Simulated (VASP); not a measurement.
Ta3N:

```
Ta N
1.0
     3.03222    0.00000    0.00000
    -1.51611    2.62598    0.00000
     0.00000    0.00000    7.52414
Ta N
3 1
Direct
  0.66667 0.33333 0.82607
  0.33333 0.66667 0.17393
  0.00000 0.00000 0.50000
  0.00000 0.00000 0.00000
```

Base run:

* Program: VASP 6.6.1
* Functional: PBE
* Potentials or basis: VASP PAW PBE potentials, release 64 (Ta_sv_GW, N)
* Cutoff: 700 eV
* k mesh: 10 × 10 × 4
* Occupations: fermi-dirac, width 0.05 eV
* Spin: no spin polarisation
* Hubbard terms: Ta d U = 6.0 eV

Its results: band gap on the k mesh zero (bands 22 and 23 overlap by 0.49 eV); pressure 18.6 GPa.

The run is repeated on the same cell with these changes: hubbard terms from Ta d U = 6.0 eV to Ta d U = 1.0 eV. What comes out?

Band gap on the k mesh zero (bands 22 and 23 overlap by 0.59 eV); pressure 2.0 GPa.

Caveats: spin-orbit coupling is left out, which moves the levels of the heavy elements; U without spin polarisation on a metal has little footing; the cell stands under pressure (at least some runs).
